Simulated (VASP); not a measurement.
# CaAl6C (R-3m) in VASP: a series of runs

The runs below take CaAl6C through single point, with PBE.

Everything below comes from runs of VASP 6.6.1. Logs are shortened: lines on timing, memory, paths and dates and some standing lists are left out, and cuts for length are marked.

## (1) The cell of the first run

The structure is trigonal, space group R-3m (No. 166). The conventional cell has a = 7.437 Å, b = 7.437 Å, c = 7.318 Å, α = 90.00°, β = 90.00°, γ = 120.00°. Ca (site symmetry -3m) has 12 Al at 2.84 to 2.93 Å and 2 C at 3.66 Å within 3.7 Å. Within 2.4 Å of Al (site symmetry m) lie 1 C at 1.83 Å. Within 2.4 Å of C (site symmetry -3m) lie 6 Al at 1.83 Å.

## (2) Single point, PBE

INCAR

```
SYSTEM = CaAl6C
PREC = Accurate
ENCUT = 520
EDIFF = 1E-6
ISMEAR = 0
SIGMA = 0.1
LREAL = .False.
LASPH = .True.
NELM = 100
ALGO = Normal
ISIF = 2
LWAVE = .False.
LCHARG = .True.
GGA = PE
LELF = .True.
LVHAR = .True.
NBANDS = 26
```

KPOINTS

```
regular mesh
0
Gamma
  6 6 6
  0 0 0
```

POSCAR

```
CaAl6C
1.0
    3.7183087829      2.1467665768      2.4394268477
   -3.7183087829      2.1467665768      2.4394268477
    0.0000000000     -4.2935331534      2.4394268477
Ca Al C
1 6 1
Direct
    0.5000000000      0.5000000000      0.5000000000
    0.2650000000      0.2650000000      0.9260000000
    0.9260000000      0.2650000000      0.2650000000
    0.2650000000      0.9260000000      0.2650000000
    0.0740000000      0.7350000000      0.7350000000
    0.7350000000      0.7350000000      0.0740000000
    0.7350000000      0.0740000000      0.7350000000
    0.0000000000      0.0000000000      0.0000000000
```

Potentials or basis: VASP PAW PBE potentials, release 64 (Ca_sv, Al, C).

Launch:

```
$ cat potpaw_PBE.64/Ca_sv/POTCAR potpaw_PBE.64/Al/POTCAR potpaw_PBE.64/C/POTCAR > POTCAR
$ mpirun -np 1 vasp_std > vasp.out
```

OUTCAR:

```text
SYSTEM = CaAl6C
   PREC = Accurate
   ENCUT = 520
   EDIFF = 1E-6
   ISMEAR = 0
   LREAL = .False.
   LASPH = .True.
   NELM = 100
   ISIF = 2
   GGA = PE

 ion  position               nearest neighbor table
   1  0.500  0.500  0.500-   3 2.84   4 2.84   5 2.84   7 2.84   6 2.84   2 2.84   6 2.93   2 2.93
                             5 2.93   7 2.93   4 2.93   3 2.93
   2  0.265  0.265  0.926-   8 1.83   4 2.52   3 2.52   5 2.66   7 2.66   1 2.84   7 2.85   5 2.85
                             1 2.93   6 2.99
   3  0.926  0.265  0.265-   8 1.83   2 2.52   4 2.52   7 2.66   6 2.66   1 2.84   7 2.85   6 2.85
                             1 2.93   5 2.99
   4  0.265  0.926  0.265-   8 1.83   2 2.52   3 2.52   5 2.66   6 2.66   1 2.84   5 2.85   6 2.85
                             1 2.93   7 2.99
   5  0.074  0.735  0.735-   8 1.83   6 2.52   7 2.52   4 2.66   2 2.66   1 2.84   4 2.85   2 2.85
                             1 2.93   3 2.99
   6  0.735  0.735  0.074-   8 1.83   7 2.52   5 2.52   3 2.66   4 2.66   1 2.84   4 2.85   3 2.85
                             1 2.93   2 2.99
   7  0.735  0.074  0.735-   8 1.83   6 2.52   5 2.52   3 2.66   2 2.66   1 2.84   3 2.85   2 2.85
                             1 2.93   4 2.99
   8  0.000  0.000  0.000-   3 1.83   4 1.83   5 1.83   7 1.83   6 1.83   2 1.83

  LATTYP: Found a trigonal (rhomboedric) cell.
 ALAT       =     4.9381403671
 COS(alpha) =    -0.1339503497

  Lattice vectors:

 A1 = (   3.7183087829,   2.1467665768,   2.4394268477)
 A2 = (  -3.7183087829,   2.1467665768,   2.4394268477)
 A3 = (   0.0000000000,  -4.2935331534,   2.4394268477)

Analysis of symmetry for initial positions (statically):
=====================================================================
 Subroutine PRICEL returns:
 Original cell was already a primitive cell.

 Routine SETGRP: Setting up the symmetry group for a
 trigonal (rhombohedral) supercell.

 Subroutine GETGRP returns: Found 12 space group operations
 (whereof 12 operations were pure point group operations)
 out of a pool of 12 trial point group operations.

The static configuration has the point symmetry D_3d.

Analysis of symmetry for dynamics (positions and initial velocities):
=====================================================================
 Subroutine PRICEL returns:
 Original cell was already a primitive cell.

 Routine SETGRP: Setting up the symmetry group for a
 trigonal (rhombohedral) supercell.

 Subroutine GETGRP returns: Found 12 space group operations
 (whereof 12 operations were pure point group operations)
 out of a pool of 12 trial point group operations.

The dynamic configuration has the point symmetry D_3d.

 Subroutine INISYM returns: Found 12 space group operations
 (whereof 12 operations are pure point group operations),
 and found     1 'primitive' translations

----------------------------------------------------------------------------------------

                                     Primitive cell

  volume of cell :     116.8340

  direct lattice vectors                    reciprocal lattice vectors
     3.718308783  2.146766577  2.439426848     0.134469736  0.077636138  0.136644119
    -3.718308783  2.146766577  2.439426848    -0.134469736  0.077636138  0.136644119
     0.000000000 -4.293533153  2.439426848     0.000000000 -0.155272276  0.136644119

  length of vectors
     4.938140367  4.938140367  4.938140367     0.206835914  0.206835914  0.206835914

  position of ions in fractional coordinates (direct lattice)
     0.500000000  0.500000000  0.500000000
     0.265000000  0.265000000  0.926000000
     0.926000000  0.265000000  0.265000000
     0.265000000  0.926000000  0.265000000
     0.074000000  0.735000000  0.735000000
     0.735000000  0.735000000  0.074000000
     0.735000000  0.074000000  0.735000000
     0.000000000  0.000000000  0.000000000

  ion indices of the primitive-cell ions
   primitive index   ion index
                 1           1
                 2           2
                 3           3
                 4           4
                 5           5
                 6           6
                 7           7
                 8           8

----------------------------------------------------------------------------------------

 KPOINTS: regular mesh

Automatic generation of k-mesh.
 Grid dimensions read from file:
 generate k-points for:    6    6    6

 Generating k-lattice:

  Cartesian coordinates                     Fractional coordinates (reciprocal lattice)
     0.022411623  0.012939356  0.022774020     0.166666667 -0.000000000 -0.000000000
    -0.022411623  0.012939356  0.022774020    -0.000000000  0.166666667 -0.000000000
     0.000000000 -0.025878713  0.022774020    -0.000000000 -0.000000000  0.166666667

  Length of vectors
     0.034472652  0.034472652  0.034472652

  Shift w.r.t. Gamma in fractional coordinates (k-lattice)
     0.000000000  0.000000000  0.000000000

 Subroutine IBZKPT returns following result:
 ===========================================

 Found     32 irreducible k-points:

 Following reciprocal coordinates:
            Coordinates               Weight
  0.000000  0.000000  0.000000      1.000000
  0.166667 -0.000000 -0.000000      6.000000
  0.333333 -0.000000 -0.000000      6.000000
  0.500000 -0.000000 -0.000000      3.000000
  0.166667  0.166667 -0.000000      6.000000
  0.333333  0.166667 -0.000000     12.000000
[... 16 lines left out ...]
  0.500000  0.500000  0.166667      6.000000
 -0.333333  0.500000  0.166667     12.000000
 [... further k-points ...]
   k-points           NKPTS =     32   k-points in BZ     NKDIM =     32   number of bands    NBANDS=     26
   number of dos      NEDOS =    301   number of ions     NIONS =      8
   total plane-waves  NPLWV =  64000
   dimension x,y,z NGX =    40 NGY =   40 NGZ =   40
   dimension x,y,z NGXF=    80 NGYF=   80 NGZF=   80
   ions per type =               1   6   1
   NGX,Y,Z   is equivalent  to a cutoff of  13.47, 13.47, 13.47 a.u.
   NGXF,Y,Z  is equivalent  to a cutoff of  26.93, 26.93, 26.93 a.u.
 SYSTEM =  CaAl6C
   PREC   = accura    normal or accurate (medium, high low for compatibility)
   ISTART =      0    job   : 0-new  1-cont  2-samecut
   ICHARG =      2    charge: 1-file 2-atom 10-const
   ISPIN  =      1    spin polarized calculation?
   LNONCOLLINEAR =      F non collinear calculations
   LSORBIT =      F    spin-orbit coupling
   LASPH  =      T    aspherical Exc in radial PAW
   ENCUT  =  520.0 eV  38.22 Ry    6.18 a.u.   9.18  9.18  9.18*2*pi/ulx,y,z
   NELM   =    100;   NELMIN=  2; NELMDL= -5     # of ELM steps
   EDIFF  = 0.1E-05   stopping-criterion for ELM
   LREAL  =      F    real-space projection
   EDIFFG = 0.1E-04   stopping-criterion for IOM
   NSW    =      0    number of steps for IOM
   IBRION =     -1    ionic relax: 0-MD 1-quasi-New 2-CG
   NFREE  =      0    steps in history (QN), initial steepest desc. (CG)
   ISIF   =      2    stress and relaxation
   ISYM   =      2    0-nonsym 1-usesym 2-fastsym
   POTIM  = 0.5000    time-step for ionic-motion
   TEBEG  =    0.0;   TEEND  =   0.0 temperature during run
   PSTRESS=    0.0 pullay stress
   NELECT =      32.0000    total number of electrons
   NUPDOWN=      -1.0000    fix difference up-down
   EMIN   =  10.00;   EMAX   =-10.00  energy-range for DOS
   EFERMI =   0.00;   METHOD = LEGACY
   ISMEAR =     0;   SIGMA  =   0.10  broadening in eV -4-tet -1-fermi 0-gaus
   EFERMI_NEDOS =   21; number of points for ismear=-14 and -15
   IALGO  =     38    algorithm
   IMIX   =      4    mixing-type and parameters
     AMIX     =   0.40;   BMIX     =  1.00
     AMIX_MAG =   1.60;   BMIX_MAG =  1.00
  volume/ion in A,a.u.               =      14.60        98.55
  Fermi-wavevector in a.u.,A,eV,Ry     =   1.063168  2.009095 15.379009  1.130325
  Thomas-Fermi vector in A             =   2.198643
   LORBIT       =      0    0 simple, 1 ext, 2 COOP (PROOUT), +10 PAW based schemes
   GGA     = PE    functional components
   LHFCALC =     F    Hartree Fock is set to
   AEXX    =    0.0000 exact exchange contribution
   IVDW    =     0    specifies the selected vdW correction
   LEPSILON=     F    determine dielectric tensor
   LRPA    =     F    only Hartree local field effects (RPA)
 non-spin polarized calculation
 Gauss-broadening in eV      SIGMA  =   0.10
  energy-cutoff  :      520.00
  volume of cell :      116.83
 maximum number of plane-waves:      3177
 NGX is ok and might be reduce to    40
   NGX = 19   NGY = 19   NGZ = 19

 number of electron      32.0000001 magnetization

 Free energy of the ion-electron system (eV)
  ---------------------------------------------------
  ext. energy  EPLUGINS =         0.00000000
  ---------------------------------------------------
  free energy    TOTEN  =       -28.33490834 eV

  energy without entropy =      -28.32145874  energy(sigma->0) =      -28.32818354

 E-fermi :   8.2401     XC(G=0): -10.5425

 val. band max:        8.2170627285   @ k =   0.5000   0.5000  -0.0000
 cond. band min:       8.2597099059   @ k =   0.3333  -0.0000  -0.0000
 fundamental gap:      0.0426471773
 Fermi energy:         8.2400697779

 k-point     1 :       0.0000    0.0000    0.0000
  band No.  band energies     occupation
      1     -31.3609      2.00000
      2     -12.6248      2.00000
      3     -12.5969      2.00000
      4     -12.5969      2.00000
      5      -7.3943      2.00000
      6      -0.1690      2.00000
[... 18 lines left out ...]
     25      12.5416      0.00000
     26      14.3108      0.00000

 k-point     2 :       0.1667   -0.0000   -0.0000
  band No.  band energies     occupation
      1     -31.3608      2.00000
      2     -12.6267      2.00000
      3     -12.6004      2.00000
      4     -12.5965      2.00000
      5      -7.3584      2.00000
      6      -0.6172      2.00000
[... 18 lines left out ...]
     25      13.2231      0.00000
[... 608 lines left out ...]
     25      13.2492      0.00000
     26      13.3907      0.00000

 k-point    24 :      -0.3333    0.5000    0.1667
  band No.  band energies     occupation
      1     -31.3602      2.00000
      2     -12.6343      2.00000
      3     -12.6148      2.00000
      4     -12.6033      2.00000
      5      -7.1649      2.00000
      6      -1.0263      2.00000
[... 18 lines left out ...]
     25      13.0050      0.00000
     26      13.6223      0.00000

 [... further k-points ...]
[... 5 lines left out ...]
  --------------------------------------------------------------------------------------
  -------------------------------------------------------------------------------------
  Total       19.5377146     19.5377146     26.0655779      0.0000000      0.0000000      0.0000000
  in kB      267.9260961    267.9260961    357.4444956      0.0000000      0.0000000      0.0000000
  external PRESSURE =     297.7655626 kB  Pullay stress =       0.0000000 kB

 VOLUME and BASIS-vectors are now :
 -----------------------------------------------------------------------------
  energy-cutoff  :      520.00
  volume of cell :      116.83
      direct lattice vectors                 reciprocal lattice vectors
     3.718308783  2.146766577  2.439426848     0.134469736  0.077636138  0.136644119
    -3.718308783  2.146766577  2.439426848    -0.134469736  0.077636138  0.136644119
     0.000000000 -4.293533153  2.439426848     0.000000000 -0.155272276  0.136644119

 POSITION                                       TOTAL-FORCE (eV/Angst)
 -----------------------------------------------------------------------------------
      0.00000      0.00000      3.65914        -0.000000     -0.000000     -0.000000
      0.00000     -2.83803      3.55181        -0.000000      4.019113      2.350444
      2.45780      1.41901      3.55181        -3.480654     -2.009557      2.350444
     -2.45780      1.41901      3.55181         3.480654     -2.009557      2.350444
     -2.45780     -1.41901      3.76648         3.480654      2.009557     -2.350444
      0.00000      2.83803      3.76648        -0.000000     -4.019113     -2.350444
      2.45780     -1.41901      3.76648        -3.480654      2.009557     -2.350444
      0.00000      0.00000      0.00000        -0.000000     -0.000000     -0.000000
 -----------------------------------------------------------------------------------
    total drift:                               -0.000000      0.000000     -0.000000

  FREE ENERGIE OF THE ION-ELECTRON SYSTEM (eV)
  ---------------------------------------------------
  free  energy   TOTEN  =       -28.3349083389 eV

  energy  without entropy=      -28.3214587365  energy(sigma->0) =      -28.32818354
```

Wall time 61 s (1 thread of Intel Xeon 6975P-C (Granite Rapids), shared host); peak memory 0.29 GiB.

Results:

```
Free energy            : -28.3349 eV
Pressure               : 29.8 GPa
Largest force          : 4.656 eV/Å
Band gap on the k mesh : zero (band 16 reaches 9.27 eV, above the bottom of band 17 at 7.68 eV)
```

Forces on the atoms (eV/Å):
```
Ca   0.000  0.000  0.000
Al   0.000  4.019  2.350
Al  -3.481 -2.010  2.350
Al   3.481 -2.010  2.350
Al   3.481  2.010 -2.350
Al   0.000 -4.019 -2.350
Al  -3.481  2.010 -2.350
C    0.000  0.000  0.000
```

Stress tensor (GPa, compression positive):
```
26.79  0.00  0.00
 0.00 26.79  0.00
 0.00  0.00 35.74
```

Levels at points of the mesh, in eV from the Fermi level:
| k point | band 14 | band 15 | band 16 | band 17 | band 18 | band 19 |
| --- | --- | --- | --- | --- | --- | --- |
| (0.00, 0.00, 0.00) | -1.39 | -0.86 | -0.86 | -0.56 | 0.03 | 1.46 |
| (0.50, 0.00, 0.00) | -1.62 | -1.20 | -0.29 | 0.15 | 0.53 | 0.98 |
| (0.50, 0.50, 0.00) | -2.05 | -0.36 | -0.02 | 0.20 | 1.14 | 1.43 |
| (0.50, 0.50, 0.50) | -2.48 | -1.33 | 0.63 | 1.87 | 1.87 | 2.18 |

Caveat: forces of over 1 eV/Å act on the atoms, so gaps and moduli don't describe the material at rest.

## (3) Single point, PBE

This run uses another cell than the first one, of 18.02 Å³/atom, 1.234 times its volume.

INCAR

```
PREC     = Accurate       # precision mode
ENCUT    = 520            # plane-wave cutoff, eV
EDIFF    = 1E-7           # SCF threshold, eV
ISMEAR   = 0              # smearing method
SIGMA    = 0.1            # smearing width, eV
LREAL    = False          # projectors in reciprocal space
LASPH    = True           # aspherical terms in the spheres
NELM     = 100            # most SCF steps
ALGO     = Normal         # electronic algorithm
ISIF     = 2              # what is computed and relaxed
LWAVE    = False          # write WAVECAR
LCHARG   = False          # write CHGCAR
GGA      = PE             # functional
NBANDS   = 26             # bands
```

KPOINTS

```
regular mesh
0
Gamma
  6 6 6
```

POSCAR

```
CaAl6C
1.0
    3.9376172933      2.2733844043      2.6834957889
   -3.9376172933      2.2733844043      2.6834957889
    0.0000000000     -4.5467688085      2.6834957890
Ca Al C
1 6 1
Direct
    0.5000000000      0.5000000000      0.5000000000
    0.2809000541      0.2809000541      0.9172141921
    0.9172141921      0.2809000541      0.2809000541
    0.2809000541      0.9172141921      0.2809000541
    0.0827858079      0.7190999459      0.7190999459
    0.7190999459      0.7190999459      0.0827858079
    0.7190999459      0.0827858079      0.7190999459
    0.0000000000      0.0000000000      0.0000000000
```

Potentials or basis: VASP PAW PBE potentials, release 64 (Ca_sv, Al, C).

Launch:

```
$ cat potpaw_PBE.64/Ca_sv/POTCAR potpaw_PBE.64/Al/POTCAR potpaw_PBE.64/C/POTCAR > POTCAR
$ mpirun -np 1 vasp_std > vasp.out
```

It took 72 s on 1 thread of Intel Xeon 6975P-C (Granite Rapids), shared host; peak memory 0.3 GiB.

It converged, with:

```
Free energy            : -31.8616 eV
Pressure               : -0.1 GPa
Largest force          : 0.026 eV/Å
Band gap on the k mesh : zero (band 16 reaches 7.32 eV, above the bottom of band 17 at 5.73 eV)
```

Forces in eV/Å, atoms in the order of the input:
```
Ca   0.000  0.000  0.000
Al   0.000  0.026  0.001
Al  -0.022 -0.013  0.001
Al   0.022 -0.013  0.001
Al   0.022  0.013 -0.001
Al   0.000 -0.026 -0.001
Al  -0.022  0.013 -0.001
C    0.000  0.000  0.000
```

Stress tensor (GPa, compression positive):
```
-0.24  0.00  0.00
 0.00 -0.24  0.00
 0.00  0.00  0.09
```

Levels at points of the mesh, in eV from the Fermi level:
```tsv
k point	band 12	band 13	band 14	band 15	band 16	band 17	band 18	band 19	band 20	band 21
(0.00, 0.00, 0.00)	-1.89	-1.89	-0.63	-0.61	-0.53	-0.53	0.19	1.32	1.48	1.48
(0.50, 0.00, 0.00)	-2.99	-2.44	-1.82	-0.96	-0.64	0.28	0.31	0.97	1.79	2.10
(0.50, 0.50, 0.00)	-3.08	-2.22	-1.99	-0.33	-0.22	0.29	0.69	1.26	1.83	3.35
(0.50, 0.50, 0.50)	-3.12	-1.69	-1.69	-0.67	0.47	1.99	1.99	2.39	2.39	3.04
```

## (4) Single point, PBE

This run uses another cell than the first one, of 17.97 Å³/atom, 1.231 times its volume.

INCAR

```
SYSTEM = CaAl6C
PREC = Accurate ; ENCUT = 520
EDIFF = 1E-6 ; ISMEAR = 0
SIGMA = 0.1 ; LREAL = .False.
LASPH = .True. ; NELM = 60
ALGO = Normal ; ISIF = 2
LWAVE = .False. ; LCHARG = .False.
GGA = PE ; NBANDS = 26
```

KPOINTS

```
regular mesh
0
Gamma
  6 6 6
  0 0 0
```

POSCAR

```
CaAl6C
1.0
    3.9318567508      2.2700585535      2.6846196327
   -3.9318567508      2.2700585535      2.6846196327
    0.0000000000     -4.5401171069      2.6846196327
Ca Al C
1 6 1
Direct
    0.5000000000      0.5000000000      0.5000000000
    0.2810430382      0.2810430382      0.9166955311
    0.9166955311      0.2810430382      0.2810430382
    0.2810430382      0.9166955311      0.2810430382
    0.0833044689      0.7189569618      0.7189569618
    0.7189569618      0.7189569618      0.0833044689
    0.7189569618      0.0833044689      0.7189569618
    0.0000000000      0.0000000000      0.0000000000
```

Launch:

```
$ cat potpaw_PBE.64/Ca_sv/POTCAR potpaw_PBE.64/Al/POTCAR potpaw_PBE.64/C/POTCAR > POTCAR
$ mpirun -np 1 vasp_std > vasp.out
```

It took 59 s on 1 thread of Intel Xeon 6975P-C (Granite Rapids), shared host; peak memory 0.3 GiB.

Results (log left out):

* Free energy: -31.8621 eV
* Pressure: 0.0 GPa
* Largest force: 0.008 eV/Å
* Band gap on the k mesh: zero (band 16 reaches 7.34 eV, above the bottom of band 17 at 5.75 eV)

Forces in eV/Å, atoms in the order of the input:
```
Ca   0.000  0.000  0.000
Al   0.000 -0.005 -0.005
Al   0.005  0.003 -0.005
Al  -0.005  0.003 -0.005
Al  -0.005 -0.003  0.005
Al   0.000  0.005  0.005
Al   0.005 -0.003  0.005
C    0.000  0.000  0.000
```

Levels at points of the mesh, in eV from the Fermi level:
```tsv
k point	band 12	band 13	band 14	band 15	band 16	band 17	band 18	band 19	band 20	band 21
(0.00, 0.00, 0.00)	-1.89	-1.89	-0.62	-0.62	-0.53	-0.53	0.19	1.32	1.46	1.46
(0.50, 0.00, 0.00)	-3.00	-2.45	-1.82	-0.97	-0.66	0.29	0.32	0.97	1.79	2.10
(0.50, 0.50, 0.00)	-3.08	-2.23	-1.99	-0.34	-0.23	0.28	0.69	1.26	1.83	3.35
(0.50, 0.50, 0.50)	-3.14	-1.69	-1.69	-0.66	0.49	1.99	1.99	2.41	2.41	3.04
```

## (5) Overview

| cell | gap on the mesh (eV) | pressure (GPa) | largest force (eV/Å) |
| --- | --- | --- | --- |
| a = 4.938 Å, angles 97.7°, 8 atoms | none | 29.8 | 4.66 |
| a = 5.280 Å, angles 96.5°, 8 atoms | none | -0.1 | 0.03 |
| a = 5.274 Å, angles 96.4°, 8 atoms | none | 0.0 | 0.01 |

Alike in all rows: task single point; level PBE; potentials or basis VASP PAW PBE potentials, release 64 (Ca_sv, Al, C); no spin polarisation; k mesh 6 × 6 × 6; cutoff (eV) 520; smearing gaussian 0.1 eV.

Caveats: forces of over 1 eV/Å act on the atoms, so gaps and moduli don't describe the material at rest (some runs).

Total energies depend on the potentials used, so only differences within one code and one set of settings carry meaning.
